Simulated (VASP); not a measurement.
Here is a VASP 6.6.1 calculation.

File INCAR:

```
  PREC = Accurate
  ENCUT = 500
  EDIFF = 1E-6
  ISMEAR = 0
  SIGMA = 0.05
  LREAL = F
  LASPH = T
  NELM = 120
  ALGO = Normal
  ISIF = 2
  LWAVE = F
  LCHARG = T
  GGA = PS
  LELF = T
  LVHAR = T
  NBANDS = 11
  GGA_COMPAT = F
```

The input KPOINTS:

```
Automatic mesh
0
Gamma
  14 14 14
```

File POSCAR:

```
Pt
1.0
    0.0000000000      1.9573345378      1.9573345378
    1.9573345378      0.0000000000      1.9573345378
    1.9573345378      1.9573345378      0.0000000000
Pt
1
Direct
    0.0000000000      0.0000000000      0.0000000000
```

Potentials or basis: VASP PAW PBE potentials, release 64 (Pt).

The run is started by

```console
$ cat potpaw_PBE.64/Pt/POTCAR > POTCAR
$ mpirun -np 1 vasp_std > vasp.out
```

Q: What does it give for the band gap on the k mesh?

A: Zero (band 5 reaches 11.70 eV, above the bottom of band 6 at 9.45 eV).

Q: Estimate the pressure.

A: 0.2 GPa.

Caveat: the PAW data sets were made with another functional, which shifts forces and pressure a little; spin-orbit coupling is left out, which moves the levels of the heavy elements.
